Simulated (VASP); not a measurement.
Wanted: the native input for a VASP 6.6.1 run.

* Task: single point
* Functional: PBE
* Potentials or basis: VASP PAW PBE potentials, release 64 (B, N)
* Cutoff: 600 eV
* k mesh: 5 × 5 × 3
* Occupations: gaussian, width 0.2 eV
* Spin: no spin polarisation
* Dipole correction: no
* Further INCAR settings: ALGO = Normal; EDIFF = 1e-06; NBANDS = 22

The structure of B4N3 lies in POSCAR:

```
B4N3
1.0
    4.9002572268      0.0000000000      0.0000000000
   -2.4501286134      4.2437472435      0.0000000000
    0.0000000000      0.0000000000      3.2282313015
B N
4 3
Direct
    0.0000000000      0.0000000000      0.0000000000
    0.3333333333      0.6666666667      0.5000000000
    0.6666666667      0.3333333333      0.5000000000
    0.0000000000      0.0000000000      0.5000000000
    0.5000000000      0.0000000000      0.5000000000
    0.0000000000      0.5000000000      0.5000000000
    0.5000000000      0.5000000000      0.5000000000
```

The cell was built from a structure type or drawn by symmetry, and may not be a known phase.

The input as run:

INCAR

```
SYSTEM = B4N3
ALGO = Normal
EDIFF = 1E-6
ENCUT = 600
GGA = PE
GGA_COMPAT = .FALSE.
ISIF = 2
ISMEAR = 0
LASPH = .TRUE.
LCHARG = .FALSE.
LREAL = .FALSE.
LWAVE = .FALSE.
NBANDS = 22
NELM = 120
PREC = Accurate
SIGMA = 0.2
```

KPOINTS

```
k-points
0
G
  5 5 3
  0 0 0
```

Potentials or basis: VASP PAW PBE potentials, release 64 (B, N).

The run is started by

```sh
$ cat potpaw_PBE.64/B/POTCAR potpaw_PBE.64/N/POTCAR > POTCAR
$ mpirun -np 1 vasp_std > vasp.out
```

Results of the run:

The pressure is 0.0 GPa. The band gap on the k mesh is zero (an odd number of electrons rules out a gap without spin polarisation).

Caveat: the k points lie up to 0.65 Å⁻¹ apart, too coarse for converged energies and pressures of a metal.

Run time: 20 s on 1 thread of Intel(R) Xeon(R) Platinum 8488C (Sapphire Rapids), with other jobs on the host, peak memory 0.19 GiB.
